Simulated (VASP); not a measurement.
A run of VASP 6.6.1 is set up as follows.

INCAR

```
SYSTEM = CaSe
PREC     = Accurate       ! precision mode
ENCUT    = 520            ! plane-wave cutoff, eV
EDIFF    = 1E-6           ! SCF threshold, eV
ISMEAR   = 0              ! smearing method
SIGMA    = 0.01           ! smearing width, eV
LREAL    = .False.        ! projectors in reciprocal space
LASPH    = .True.         ! aspherical terms in the spheres
NELM     = 80             ! most SCF steps
ALGO     = Normal         ! electronic algorithm
ISIF     = 2              ! what is computed and relaxed
LWAVE    = .False.        ! write WAVECAR
LCHARG   = .False.        ! write CHGCAR
GGA      = PE             ! functional
NBANDS   = 15             ! bands
```

KPOINTS

```
Automatic mesh
0
Gamma
  6 6 6
  0 0 0
```

The input POSCAR:

```
CaSe
1.0
    3.6873888009      0.0000000000      0.0000000000
    0.0000000000      3.6873888009      0.0000000000
    0.0000000000      0.0000000000      3.6873888009
Ca Se
1 1
Direct
    0.0000000000      0.0000000000      0.0000000000
    0.5000000000      0.5000000000      0.5000000000
```

Potentials or basis: VASP PAW PBE potentials, release 64 (Ca_sv, Se).

Run with:

```sh
$ cat potpaw_PBE.64/Ca_sv/POTCAR potpaw_PBE.64/Se/POTCAR > POTCAR
$ mpirun -np 1 vasp_std > vasp.out
```

Question: Predict the band gap on the k mesh.

Answer: 0.82 eV, direct.

Question: What does it give for the pressure?

Answer: -1.3 GPa.

 A k mesh can miss the band edges.
